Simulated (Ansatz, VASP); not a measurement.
**Ge: VASP beside Ansatz**

File INCAR:

```
SYSTEM = Ge
ALGO = Fast ; EDIFF = 1E-6
ENCUT = 520 ; GGA = PE
ISIF = 2 ; ISMEAR = 0
LASPH = .True. ; LCHARG = .False.
LREAL = .False. ; LWAVE = .False.
NBANDS = 66 ; NELM = 80
PREC = Accurate ; SIGMA = 0.15
```

KPOINTS

```
k-points
0
Gamma
  15 15 4
  0 0 0
```

POSCAR

```
Ge
1.0
    4.0933312841      0.0000000000      0.0000000000
   -2.0466656421      3.5449288781      0.0000000000
    0.0000000000      0.0000000000     13.1580134127
Ge
8
Direct
    0.0000000000      0.0000000000      0.4123984970
    0.0000000000      0.0000000000      0.5876015030
    0.0000000000      0.0000000000      0.9123984970
    0.0000000000      0.0000000000      0.0876015030
    0.3333333333      0.6666666667      0.3442031336
    0.6666666667      0.3333333333      0.6557968664
    0.6666666667      0.3333333333      0.8442031336
    0.3333333333      0.6666666667      0.1557968664
```

Input for Ansatz:

```yaml
crystal:
  lattice:
    - [4.0933312841, 0.0, 0.0]
    - [-2.0466656421, 3.5449288781, 0.0]
    - [0.0, 0.0, 13.1580134127]
  atoms:
    - { symbol: Ge, position: [0.0, 0.0, 0.412398497] }
    - { symbol: Ge, position: [0.0, 0.0, 0.587601503] }
    - { symbol: Ge, position: [0.0, 0.0, 0.912398497] }
    - { symbol: Ge, position: [0.0, 0.0, 0.087601503] }
    - { symbol: Ge, position: [0.3333333333, 0.6666666667, 0.3442031336] }
    - { symbol: Ge, position: [0.6666666667, 0.3333333333, 0.6557968664] }
    - { symbol: Ge, position: [0.6666666667, 0.3333333333, 0.8442031336] }
    - { symbol: Ge, position: [0.3333333333, 0.6666666667, 0.1557968664] }
basis:
  ecutwfc: 420
kpoints:
  mp_grid: { grid: [15, 15, 4] }
hamiltonian:
  xc: pbe
scf:
  occupations: { method: gaussian, width: 0.15 }
output:
  forces: true
  stress: true
  eigenvalues: true
```

Alike in both runs: task single point; functional PBE; k mesh 15 × 15 × 4; occupations gaussian, width 0.15 eV; no spin polarisation.

```csv
,VASP,Ansatz
version,VASP 6.6.1,Ansatz 0.2.0
potentials or method,"VASP PAW PBE potentials, release 64 (Ge_d), cutoff 520 eV","scalar-relativistic, plane waves, PAW"
valence electrons in the cell,112,112
```

VASP gave:

| Property | Result |
| --- | --- |
| gap on the k mesh at the Fermi level (eV) | none |
| pressure (GPa) | 0.6 |
| traceless stress, the component that is largest in VASP (GPa) | 5.22 |
| rms of the force components (eV/Å) | 0.800 |

Problem. Which values does Ansatz return?

Solution. gap on the k mesh at the Fermi level (eV): none; pressure (GPa): 0.7; traceless stress, the component that is largest in VASP (GPa): 5.24; rms of the force components (eV/Å): 0.801.

Atom by atom the forces differ by 0.002 eV/Å (rms over components). A gap of «none» marks a metal or a gap that the smearing closes.
